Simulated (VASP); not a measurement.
# AlCu3 (Fm-3m) in VASP: single point with LDA

Aim: the single point of AlCu3 with LDA.

Everything below comes from runs of VASP 6.6.1. Logs are shortened: lines on timing, memory, paths and dates and some standing lists are left out, and cuts for length are marked.

## (1) The cell of the first run

It takes space group Fm-3m (No. 225, cubic). The conventional cell has a = 5.776 Å, b = 5.776 Å, c = 5.776 Å, α = 90.00°, β = 90.00°, γ = 90.00°. Within 3.3 Å of Al (site symmetry m-3m) lie 14 Cu at 2.50 to 2.89 Å. Within 3.3 Å of Cu (site symmetry m-3m) lie 8 Cu at 2.50 Å and 6 Al at 2.89 Å. Within 3.3 Å of Cu (site symmetry -43m) lie 4 Al at 2.50 Å and 10 Cu at 2.50 to 2.89 Å.

## (2) Single point, LDA

INCAR reads:

```
SYSTEM = AlCu3
ALGO = Normal ; EDIFF = 1E-6
ENCUT = 600 ; GGA_COMPAT = .FALSE.
ISIF = 2 ; ISMEAR = -1
LASPH = .TRUE. ; LCHARG = .FALSE.
LREAL = .FALSE. ; LWAVE = .FALSE.
NBANDS = 26 ; NELM = 120
PREC = Accurate ; SIGMA = 0.1
```

KPOINTS reads:

```
k-points
0
G
  5 5 5
  0 0 0
```

POSCAR reads:

```
AlCu3
1.0
    4.0842640000      0.0000000000      0.0000000000
    2.0421320000      3.5370763798      0.0000000000
    2.0421320000      1.1790254599      3.3347875916
Al Cu
1 3
Direct
    0.0000000000      0.0000000000      0.0000000000
    0.5000000000      0.5000000000      0.5000000000
    0.2500000000      0.2500000000      0.2500000000
    0.7500000000      0.7500000000      0.7500000000
```

Potentials or basis: VASP PAW LDA potentials, release 64 (Al, Cu).

Command:

```sh
$ cat potpaw_LDA.64/Al/POTCAR potpaw_LDA.64/Cu/POTCAR > POTCAR
$ mpirun -np 1 vasp_std > vasp.out
```

OUTCAR:

```text
SYSTEM = AlCu3
   EDIFF = 1E-6
   ENCUT = 600
   ISIF = 2
   ISMEAR = -1
   LASPH = .TRUE.
   LREAL = .FALSE.
   NELM = 120
   PREC = Accurate

 ion  position               nearest neighbor table
   1  0.000  0.000  0.000-   4 2.50   3 2.50   4 2.50   3 2.50   3 2.50   4 2.50   3 2.50   4 2.50
                             2 2.89   2 2.89   2 2.89   2 2.89   2 2.89   2 2.89
   2  0.500  0.500  0.500-   3 2.50   4 2.50   3 2.50   4 2.50   3 2.50   4 2.50   4 2.50   3 2.50
                             1 2.89   1 2.89   1 2.89   1 2.89   1 2.89   1 2.89
   3  0.250  0.250  0.250-   1 2.50   2 2.50   1 2.50   2 2.50   1 2.50   2 2.50   2 2.50   1 2.50

   4  0.750  0.750  0.750-   2 2.50   1 2.50   2 2.50   1 2.50   1 2.50   2 2.50   1 2.50   2 2.50

  LATTYP: Found a face centered cubic cell.
 ALAT       =     5.7760215412

  Lattice vectors:

 A1 = (   4.0842640000,   0.0000000000,   0.0000000000)
 A2 = (   2.0421320000,   3.5370763798,   0.0000000000)
 A3 = (   2.0421320000,   1.1790254599,   3.3347875916)

Analysis of symmetry for initial positions (statically):
=====================================================================
 Subroutine PRICEL returns:
 Original cell was already a primitive cell.

 Routine SETGRP: Setting up the symmetry group for a
 face centered cubic supercell.

 Subroutine GETGRP returns: Found 48 space group operations
 (whereof 48 operations were pure point group operations)
 out of a pool of 48 trial point group operations.

The static configuration has the point symmetry O_h .

Analysis of symmetry for dynamics (positions and initial velocities):
=====================================================================
 Subroutine PRICEL returns:
 Original cell was already a primitive cell.

 Routine SETGRP: Setting up the symmetry group for a
 face centered cubic supercell.

 Subroutine GETGRP returns: Found 48 space group operations
 (whereof 48 operations were pure point group operations)
 out of a pool of 48 trial point group operations.

The dynamic configuration has the point symmetry O_h .

 Subroutine INISYM returns: Found 48 space group operations
 (whereof 48 operations are pure point group operations),
 and found     1 'primitive' translations

----------------------------------------------------------------------------------------

                                     Primitive cell

  volume of cell :      48.1755

  direct lattice vectors                    reciprocal lattice vectors
     4.084264000  0.000000000  0.000000000     0.244842155 -0.141359684 -0.099956391
     2.042132000  3.537076380  0.000000000     0.000000000  0.282719368 -0.099956391
     2.042132000  1.179025460  3.334787592     0.000000000  0.000000000  0.299869174
[... 77 lines left out ...]
   IBRION =     -1    ionic relax: 0-MD 1-quasi-New 2-CG
   NFREE  =      0    steps in history (QN), initial steepest desc. (CG)
   ISIF   =      2    stress and relaxation
   ISYM   =      2    0-nonsym 1-usesym 2-fastsym
   POTIM  = 0.5000    time-step for ionic-motion
   TEBEG  =    0.0;   TEEND  =   0.0 temperature during run
   PSTRESS=    0.0 pullay stress
   NELECT =      36.0000    total number of electrons
   NUPDOWN=      -1.0000    fix difference up-down
   EMIN   =  10.00;   EMAX   =-10.00  energy-range for DOS
   EFERMI =   0.00;   METHOD = LEGACY
   ISMEAR =    -1;   SIGMA  =   0.10  broadening in eV -4-tet -1-fermi 0-gaus
   EFERMI_NEDOS =   21; number of points for ismear=-14 and -15
   IALGO  =     38    algorithm
   IMIX   =      4    mixing-type and parameters
     AMIX     =   0.40;   BMIX     =  1.00
     AMIX_MAG =   1.60;   BMIX_MAG =  1.00
  volume/ion in A,a.u.               =      12.04        81.28
  Fermi-wavevector in a.u.,A,eV,Ry     =   1.485594  2.807366 30.027923  2.206990
  Thomas-Fermi vector in A             =   2.598986
   LORBIT       =      0    0 simple, 1 ext, 2 COOP (PROOUT), +10 PAW based schemes
   GGA     = CA    functional components
   LHFCALC =     F    Hartree Fock is set to
   AEXX    =    0.0000 exact exchange contribution
   IVDW    =     0    specifies the selected vdW correction
   LEPSILON=     F    determine dielectric tensor
   LRPA    =     F    only Hartree local field effects (RPA)
 non-spin polarized calculation
  energy-cutoff  :      600.00
  volume of cell :       48.18
 maximum number of plane-waves:      1639
 NGX is ok and might be reduce to    36
   NGX = 17   NGY = 17   NGZ = 17

 number of electron      36.0000017 magnetization

 Free energy of the ion-electron system (eV)
  ---------------------------------------------------
  ext. energy  EPLUGINS =         0.00000000
  ---------------------------------------------------
  free energy    TOTEN  =       -19.00490337 eV

  energy without entropy =      -18.94722285  energy(sigma->0) =      -18.97606311

 E-fermi :   8.6459     XC(G=0): -12.6370

 val. band max:        7.9351578977   @ k =  -0.2000   0.2000   0.0000
 cond. band min:       8.6635943093   @ k =   0.4000   0.2000   0.0000
 fundamental gap:      0.7284364115
 Fermi energy:         8.6458867981

 k-point     1 :       0.0000    0.0000    0.0000
  band No.  band energies     occupation
      1      -2.1311      2.00000
      2       3.7053      2.00000
      3       3.7053      2.00000
      4       3.7892      2.00000
      5       3.7892      2.00000
      6       3.7892      2.00000
[... 279 lines left out ...]
     25      19.4003      0.00000
     26      20.5703      0.00000

------------------------ aborting loop because EDIFF is reached ----------------------------------------

  FORCE on cell =-STRESS in cart. coord.  units (eV):
  Direction    XX          YY          ZZ          XY          YZ          ZX
  --------------------------------------------------------------------------------------
  -------------------------------------------------------------------------------------
  Total       -1.5044884     -1.5044884     -1.5044884      0.0000000      0.0000000     -0.0000000
  in kB      -50.0348950    -50.0348950    -50.0348950      0.0000000      0.0000000     -0.0000000
  external PRESSURE =     -50.0348950 kB  Pullay stress =       0.0000000 kB

 VOLUME and BASIS-vectors are now :
 -----------------------------------------------------------------------------
  energy-cutoff  :      600.00
  volume of cell :       48.18
      direct lattice vectors                 reciprocal lattice vectors
     4.084264000  0.000000000  0.000000000     0.244842155 -0.141359684 -0.099956391
     2.042132000  3.537076380  0.000000000     0.000000000  0.282719368 -0.099956391
     2.042132000  1.179025460  3.334787592     0.000000000  0.000000000  0.299869174

 POSITION                                       TOTAL-FORCE (eV/Angst)
 -----------------------------------------------------------------------------------
      0.00000      0.00000      0.00000         0.000000      0.000000      0.000000
      4.08426      2.35805      1.66739         0.000000      0.000000      0.000000
      2.04213      1.17903      0.83370        -0.000000      0.000000      0.000000
      6.12640      3.53708      2.50109         0.000000     -0.000000     -0.000000
 -----------------------------------------------------------------------------------
    total drift:                                0.000000      0.000000      0.000000

  FREE ENERGIE OF THE ION-ELECTRON SYSTEM (eV)
  ---------------------------------------------------
  free  energy   TOTEN  =       -19.0049033653 eV

  energy  without entropy=      -18.9472228484  energy(sigma->0) =      -18.97606311
```

stdout:

```text
POSCAR found type information on POSCAR AlCu
 POSCAR found :  2 types and       4 ions
 scaLAPACK will be used
 LDA part: xc-table for (Slater(with rela. corr.)+CA(PZ))
 , standard interpolation
 POSCAR, INCAR and KPOINTS ok, starting setup
 FFT: planning ... GRIDC
 FFT: planning ... GRID_SOFT
 FFT: planning ... GRID
 WAVECAR not read
 entering main loop
```

Wall time 15 s (1 thread of AMD EPYC 9R45 (Zen 5), shared host); peak memory 0.14 GiB.

Results:

```
Free energy            : -19.0049 eV
Pressure               : -5.0 GPa
Band gap on the k mesh : zero (bands 18 and 19 overlap by 5.14 eV)
```

Caveat: the k points lie up to 0.38 Å⁻¹ apart, too coarse for converged energies and pressures of a metal.
